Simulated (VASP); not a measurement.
# TiC (I4/mmm) in VASP: further runs

Runs on TiC. Level: PBEsol. Tasks: electric field gradients.

All numbers are computed with VASP 6.6.1; they aren't measurements. Logs are shortened: lines on timing, memory, paths and dates and some standing lists are left out, and cuts for length are marked.

## 1. The cell of the first run

Symmetry: I4/mmm, No. 139, tetragonal system. Conventional cell: a = 3.060 Å, b = 3.060 Å, c = 4.371 Å, α = 90.00°, β = 90.00°, γ = 90.00°. Ti (site symmetry 4/mmm) has 6 C at 2.16 to 2.19 Å within 2.9 Å. Within 2.9 Å of C (site symmetry 4/mmm) lie 6 Ti at 2.16 to 2.19 Å.

## 2. Electric field gradients, PBEsol (zz strain of +1 %)

Input file INCAR:

```
PREC     = Accurate       # precision mode
ENCUT    = 520            # plane-wave cutoff, eV
EDIFF    = 1E-8           # SCF threshold, eV
ISMEAR   = -1             # smearing method
SIGMA    = 0.03           # smearing width, eV
LREAL    = F              # projectors in reciprocal space
LASPH    = T              # aspherical terms in the spheres
NELM     = 60             # most SCF steps
ALGO     = Normal         # electronic algorithm
ISIF     = 2              # what is computed and relaxed
LWAVE    = F              # write WAVECAR
LCHARG   = F              # write CHGCAR
GGA      = PS             # functional
LEFG     = T            
NBANDS   = 15             # bands
```

Input file KPOINTS:

```
Automatic mesh
0
Gamma
  16 16 16
```

Input file POSCAR:

```
TiC
1.0
    0.0000000000      2.1640000000      2.1856400000
    2.1640000000      0.0000000000      2.1856400000
    2.1640000000      2.1640000000      0.0000000000
Ti C
1 1
Direct
    0.0000000000      0.0000000000      0.0000000000
    0.5000000000      0.5000000000      0.5000000000
```

Potentials or basis: VASP PAW PBE potentials, release 64 (Ti_sv, C).

Launch:

```
cat potpaw_PBE.64/Ti_sv/POTCAR potpaw_PBE.64/C/POTCAR > POTCAR
mpirun -np 1 vasp_std > vasp.out
```

OUTCAR:

```text
PREC = Accurate
   ENCUT = 520
   EDIFF = 1E-8
   ISMEAR = -1
   LREAL = F
   LASPH = T
   NELM = 60
   ISIF = 2
   GGA = PS

 ion  position               nearest neighbor table
   1  0.000  0.000  0.000-   2 2.16   2 2.16   2 2.16   2 2.16   2 2.19   2 2.19
   2  0.500  0.500  0.500-   1 2.16   1 2.16   1 2.16   1 2.16   1 2.19   1 2.19

  LATTYP: Found a body centered tetragonal cell.
 ALAT       =     3.0603581490
 C/A-ratio  =     1.4283556980

  Lattice vectors:

 A1 = (  -2.1640000000,   0.0000000000,   2.1856400000)
 A2 = (   2.1640000000,   0.0000000000,   2.1856400000)
 A3 = (   0.0000000000,   2.1640000000,  -2.1856400000)

Analysis of symmetry for initial positions (statically):
=====================================================================
 Subroutine PRICEL returns:
 Original cell was already a primitive cell.

 Routine SETGRP: Setting up the symmetry group for a
 body centered tetragonal supercell.

 Subroutine GETGRP returns: Found 16 space group operations
 (whereof 16 operations were pure point group operations)
 out of a pool of 16 trial point group operations.

The static configuration has the point symmetry D_4h.

Analysis of symmetry for dynamics (positions and initial velocities):
=====================================================================
 Subroutine PRICEL returns:
 Original cell was already a primitive cell.

 Routine SETGRP: Setting up the symmetry group for a
 body centered tetragonal supercell.

 Subroutine GETGRP returns: Found 16 space group operations
 (whereof 16 operations were pure point group operations)
 out of a pool of 16 trial point group operations.

The dynamic configuration has the point symmetry D_4h.

 Subroutine INISYM returns: Found 16 space group operations
 (whereof 16 operations are pure point group operations),
 and found     1 'primitive' translations

----------------------------------------------------------------------------------------

                                     Primitive cell

  volume of cell :      20.4702

  direct lattice vectors                    reciprocal lattice vectors
     0.000000000  2.164000000  2.185640000    -0.231053604  0.231053604  0.228765945
     2.164000000  0.000000000  2.185640000     0.231053604 -0.231053604  0.228765945
     2.164000000  2.164000000  0.000000000     0.231053604  0.231053604 -0.228765945

  length of vectors
     3.075698004  3.075698004  3.060358149     0.398880175  0.398880175  0.398880175

  position of ions in fractional coordinates (direct lattice)
     0.000000000  0.000000000  0.000000000
     0.500000000  0.500000000  0.500000000

  ion indices of the primitive-cell ions
   primitive index   ion index
                 1           1
                 2           2

----------------------------------------------------------------------------------------

 KPOINTS: Automatic mesh

Automatic generation of k-mesh.
 Grid dimensions read from file:
 generate k-points for:   16   16   16

 Generating k-lattice:

  Cartesian coordinates                     Fractional coordinates (reciprocal lattice)
    -0.014440850  0.014440850  0.014297872     0.062500000  0.000000000  0.000000000
     0.014440850 -0.014440850  0.014297872     0.000000000  0.062500000  0.000000000
     0.014440850  0.014440850 -0.014297872     0.000000000  0.000000000  0.062500000

  Length of vectors
     0.024930011  0.024930011  0.024930011

  Shift w.r.t. Gamma in fractional coordinates (k-lattice)
     0.000000000  0.000000000  0.000000000

 Subroutine IBZKPT returns following result:
 ===========================================

 Found    349 irreducible k-points:

 Following reciprocal coordinates:
            Coordinates               Weight
  0.000000  0.000000  0.000000      1.000000
  0.062500  0.000000  0.000000      8.000000
  0.125000  0.000000  0.000000      8.000000
  0.187500  0.000000  0.000000      8.000000
  0.250000  0.000000  0.000000      8.000000
  0.312500  0.000000  0.000000      8.000000
[... 16 lines left out ...]
 -0.125000  0.062500  0.000000      8.000000
 -0.062500  0.062500  0.000000      4.000000
 [... further k-points ...]
   k-points           NKPTS =    349   k-points in BZ     NKDIM =    349   number of bands    NBANDS=     15
   number of dos      NEDOS =    301   number of ions     NIONS =      2
   total plane-waves  NPLWV =  13824
   dimension x,y,z NGX =    24 NGY =   24 NGZ =   24
   dimension x,y,z NGXF=    48 NGYF=   48 NGZF=   48
   ions per type =               1   1
   NGX,Y,Z   is equivalent  to a cutoff of  12.97, 12.97, 13.04 a.u.
   NGXF,Y,Z  is equivalent  to a cutoff of  25.94, 25.94, 26.07 a.u.
 SYSTEM =  unknown system
   PREC   = accura    normal or accurate (medium, high low for compatibility)
   ISTART =      0    job   : 0-new  1-cont  2-samecut
   ICHARG =      2    charge: 1-file 2-atom 10-const
   ISPIN  =      1    spin polarized calculation?
   LNONCOLLINEAR =      F non collinear calculations
   LSORBIT =      F    spin-orbit coupling
   LASPH  =      T    aspherical Exc in radial PAW
   ENCUT  =  520.0 eV  38.22 Ry    6.18 a.u.   5.72  5.72  5.69*2*pi/ulx,y,z
   NELM   =     60;   NELMIN=  2; NELMDL= -5     # of ELM steps
   EDIFF  = 0.1E-07   stopping-criterion for ELM
   LREAL  =      F    real-space projection
   EDIFFG = 0.1E-06   stopping-criterion for IOM
   NSW    =      0    number of steps for IOM
   IBRION =     -1    ionic relax: 0-MD 1-quasi-New 2-CG
   NFREE  =      0    steps in history (QN), initial steepest desc. (CG)
   ISIF   =      2    stress and relaxation
   ISYM   =      2    0-nonsym 1-usesym 2-fastsym
   POTIM  = 0.5000    time-step for ionic-motion
   TEBEG  =    0.0;   TEEND  =   0.0 temperature during run
   PSTRESS=    0.0 pullay stress
   NELECT =      16.0000    total number of electrons
   NUPDOWN=      -1.0000    fix difference up-down
   EMIN   =  10.00;   EMAX   =-10.00  energy-range for DOS
   EFERMI =   0.00;   METHOD = LEGACY
   ISMEAR =    -1;   SIGMA  =   0.03  broadening in eV -4-tet -1-fermi 0-gaus
   EFERMI_NEDOS =   21; number of points for ismear=-14 and -15
   IALGO  =     38    algorithm
   IMIX   =      4    mixing-type and parameters
     AMIX     =   0.40;   BMIX     =  1.00
     AMIX_MAG =   1.60;   BMIX_MAG =  1.00
  volume/ion in A,a.u.               =      10.24        69.07
  Fermi-wavevector in a.u.,A,eV,Ry     =   1.508020  2.849745 30.941341  2.274124
  Thomas-Fermi vector in A             =   2.618529
   LORBIT       =      0    0 simple, 1 ext, 2 COOP (PROOUT), +10 PAW based schemes
   GGA     = PS    functional components
   LHFCALC =     F    Hartree Fock is set to
   AEXX    =    0.0000 exact exchange contribution
   IVDW    =     0    specifies the selected vdW correction
   LEPSILON=     F    determine dielectric tensor
   LRPA    =     F    only Hartree local field effects (RPA)
 non-spin polarized calculation
  energy-cutoff  :      520.00
  volume of cell :       20.47
 maximum number of plane-waves:       568
   NGX = 11   NGY = 11   NGZ = 11

 number of electron      15.9999999 magnetization

 Free energy of the ion-electron system (eV)
  ---------------------------------------------------
  ext. energy  EPLUGINS =         0.00000000
  ---------------------------------------------------
  free energy    TOTEN  =       -19.78315892 eV

  energy without entropy =      -19.78191810  energy(sigma->0) =      -19.78253851

 E-fermi :   9.1992     XC(G=0): -12.8208

 val. band max:        9.1974494683   @ k =   0.3750   0.3125   0.0000
 cond. band min:       9.2023538203   @ k =   0.4375   0.0000   0.3750
 fundamental gap:      0.0049043520
 Fermi energy:         9.1992051951

 k-point     1 :       0.0000    0.0000    0.0000
  band No.  band energies     occupation
      1     -47.1384      2.00000
      2     -23.2784      2.00000
      3     -23.2642      2.00000
      4     -23.2642      2.00000
      5      -3.1198      2.00000
      6       9.8257      0.00000
      7       9.8988      0.00000
      8       9.8988      0.00000
      9      10.8829      0.00000
     10      10.8835      0.00000
     11      10.9186      0.00000
     12      10.9186      0.00000
     13      10.9600      0.00000
     14      19.5797      0.00000
[... 401 lines left out ...]
      2     -23.3118      2.00000
      3     -23.2911      2.00000
      4     -23.2650      2.00000
      5      -2.8842      2.00000
      6       8.9737      1.99891
      7       9.1656      1.50840
      8       9.2034      0.93075
      9      10.0093      0.00000
     10      10.5558      0.00000
     11      11.4849      0.00000
     12      11.9933      0.00000
     13      12.9413      0.00000
     14      19.9960      0.00000
     15      23.1787      0.00000

 [... further k-points ...]

------------------------ aborting loop because EDIFF is reached ----------------------------------------

  FORCE on cell =-STRESS in cart. coord.  units (eV):
  Direction    XX          YY          ZZ          XY          YZ          ZX
  --------------------------------------------------------------------------------------
  -------------------------------------------------------------------------------------
  Total       -0.9016984     -0.9016984     -1.3399004      0.0000000      0.0000000      0.0000000
  in kB      -70.5746515    -70.5746515   -104.8720958      0.0000000      0.0000000      0.0000000
  external PRESSURE =     -82.0071329 kB  Pullay stress =       0.0000000 kB

 VOLUME and BASIS-vectors are now :
 -----------------------------------------------------------------------------
  energy-cutoff  :      520.00
  volume of cell :       20.47
      direct lattice vectors                 reciprocal lattice vectors
     0.000000000  2.164000000  2.185640000    -0.231053604  0.231053604  0.228765945
     2.164000000  0.000000000  2.185640000     0.231053604 -0.231053604  0.228765945
     2.164000000  2.164000000  0.000000000     0.231053604  0.231053604 -0.228765945

 POSITION                                       TOTAL-FORCE (eV/Angst)
 -----------------------------------------------------------------------------------
      0.00000      0.00000      0.00000         0.000000     -0.000000     -0.000000
      2.16400      2.16400      2.18564        -0.000000      0.000000      0.000000
 -----------------------------------------------------------------------------------
    total drift:                                0.000000     -0.000000     -0.000000

  FREE ENERGIE OF THE ION-ELECTRON SYSTEM (eV)
  ---------------------------------------------------
  free  energy   TOTEN  =       -19.7831589194 eV

  energy  without entropy=      -19.7819181017  energy(sigma->0) =      -19.78253851

 Electric field gradients (V/A^2)
---------------------------------------------------------------------
 ion       V_xx      V_yy      V_zz      V_xy      V_xz      V_yz
---------------------------------------------------------------------
   1      -3.871    -3.871     7.743     0.000     0.000     0.000
   2      -0.594    -0.594     1.188     0.000     0.000     0.000
---------------------------------------------------------------------

 Electric field gradients after diagonalization (V/A^2)
 (convention: |V_zz| > |V_xx| > |V_yy|)
----------------------------------------------------------------------
 ion       V_xx      V_yy      V_zz     asymmetry (V_yy - V_xx)/ V_zz
----------------------------------------------------------------------
   1      -3.872    -3.871     7.743       0.000
   2      -0.594    -0.594     1.188       0.000
----------------------------------------------------------------------

           NMR quadrupolar parameters

 Cq : quadrupolar parameter    Cq=e*Q*V_zz/h
 eta: asymmetry parameters     (V_yy - V_xx)/ V_zz
 Q  : nuclear electric quadrupole moment in mb (millibarn)
----------------------------------------------------------------------
 ion       Cq(MHz)       eta       Q (mb)
----------------------------------------------------------------------
   1       0.019       0.000       1.000
   2       0.003       0.000       1.000
----------------------------------------------------------------------
```

It took 37 s on 1 thread of Intel Xeon 6975P-C (Granite Rapids), shared host; peak memory 0.22 GiB.

Results:

| Property | Result |
| --- | --- |
| Free energy | -19.7832 eV |
| Pressure | -8.2 GPa |
| Band gap on the k mesh | zero (band 8 reaches 9.90 eV, above the bottom of band 9 at 8.78 eV) |

Electric field gradients, principal values (V/Å²):
```
atom   least  middle  greatest (by size)
1 Ti  -3.871  -3.872               7.743
 2 C  -0.594  -0.594               1.188
```

Caveat: the cell differs from its parent crystal (zz strain of +1 %); without QUAD_EFG the Cq values of the log hold for a quadrupole moment of 1 mb, not for the nuclei; the PAW data sets were made with another functional, which shifts forces and pressure a little.

[end of part 1 of 2]
